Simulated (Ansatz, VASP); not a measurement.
# HfO2 in VASP and in Ansatz

```
Hf O
1.0
     3.58930    0.00000    0.00000
     0.00000    3.58930    0.00000
     0.00000    0.00000    5.21603
Hf O
2 4
Direct
  0.50000 0.50000 0.50000
  0.00000 0.00000 0.00000
  0.00000 0.50000 0.69736
  0.50000 0.00000 0.80264
  0.50000 0.00000 0.30264
  0.00000 0.50000 0.19736
```

Alike in both runs: functional revPBE; dispersion D3(BJ); k mesh 6 × 6 × 4; no spin polarisation.

Ansatz relaxed the structure, and its values are those at the end. VASP's run is a single point on that final structure, the one shown.

|  | VASP | Ansatz |
| --- | --- | --- |
| version | VASP 6.6.1 | Ansatz 0.2.0 |
| potentials or method | VASP PAW PBE potentials, release 64 (Hf_pv, O) | plane waves, PAW |
| plane-wave cutoff (eV) | 520 | 420 |
| occupations | gaussian, width 0.01 eV | fixed |
| valence electrons in the cell | 44 | 76 |

```tsv
	VASP	Ansatz	Ansatz less VASP
pressure (GPa)	-3.4	0.0	+3.38
rms of the force components (eV/Å)	0.021	0.000	-0.0210
```

VASP's potentials were made for PBE, not for revPBE. VASP's potentials hold 44 valence electrons a cell and Ansatz's 76, so a difference there can come from the potentials and not from the codes.

Neither program's run includes spin-orbit coupling.
